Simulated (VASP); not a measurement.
Write the native input for VASP 6.6.1 that does the following.

```yaml
Task: single point
Functional: r2SCAN
Potentials_or_basis: VASP PAW PBE potentials, release 64 (Cu)
Cutoff: 520 eV
k_mesh: 24 × 24 × 6
Occupations: gaussian, width 0.15 eV
Spin: no spin polarisation
Dipole_correction: no
Further_INCAR_settings: ALGO = Normal; EDIFF = 1e-06; NBANDS = 30
```

The system is Cu.

```
Cu
1.0
     2.52934    0.00000    0.00000
    -1.26467    2.19047    0.00000
     0.00000    0.00000    8.67714
Cu
4
Direct
  0.00000 0.00000 0.00000
  0.33333 0.66667 0.25000
  0.00000 0.00000 0.50000
  0.66667 0.33333 0.75000
```

This cell differs from its parent crystal: strain +0.000 along x and y, +0.050 along z.

These files were run (other wordings do the same):

POSCAR

```
Cu
1.0
    2.5293395076      0.0000000000      0.0000000000
   -1.2646697538      2.1904722684      0.0000000000
    0.0000000000      0.0000000000      8.6771368474
Cu
4
Direct
    0.0000000000      0.0000000000      0.0000000000
    0.3333333333      0.6666666667      0.2500000000
    0.0000000000      0.0000000000      0.5000000000
    0.6666666667      0.3333333333      0.7500000000
```

INCAR.step1

```
SYSTEM = Cu
PREC = Accurate
ENCUT = 520
ISMEAR = 0
SIGMA = 0.15
LREAL = .False.
LASPH = .True.
NELM = 60
NBANDS = 30
GGA = PE
ALGO = Normal
EDIFF = 1E-4
LWAVE = .True.
LCHARG = .False.
LUSENCCL = .False.
```

INCAR.step2

```
SYSTEM = Cu
PREC = Accurate
ENCUT = 520
EDIFF = 1E-6
ISMEAR = 0
SIGMA = 0.15
LREAL = .False.
LASPH = .True.
NELM = 60
ALGO = Normal
ISIF = 2
LWAVE = .False.
LCHARG = .False.
METAGGA = R2SCAN
LMIXTAU = .True.
NBANDS = 30
ISTART = 1
LUSENCCL = .False.
```

KPOINTS

```
Automatic mesh
0
Gamma
  24 24 6
  0 0 0
```

Potentials or basis: VASP PAW PBE potentials, release 64 (Cu).

Command:

```bash
$ cat potpaw_PBE.64/Cu/POTCAR > POTCAR
$ cp INCAR.step1 INCAR
$ mpirun -np 1 vasp_std > vasp.out
$ cp INCAR.step2 INCAR
$ mpirun -np 1 vasp_std > vasp.out
```

It gave:

The pressure is -6.1 GPa. The band gap on the k mesh is zero (bands 22 and 23 overlap by 5.62 eV).

Caveat: the cell differs from its parent crystal (strain +0.000 along x and y, +0.050 along z); the stress differs along the axes, from -11 to -3 GPa; the PAW data sets were made with another functional, which shifts forces and pressure a little.

Run time: 17 min on 1 × NVIDIA H100 80GB with 1 thread of AMD EPYC 7R13 Processor (Zen 3) (shared host), peak memory 1.4 GiB.
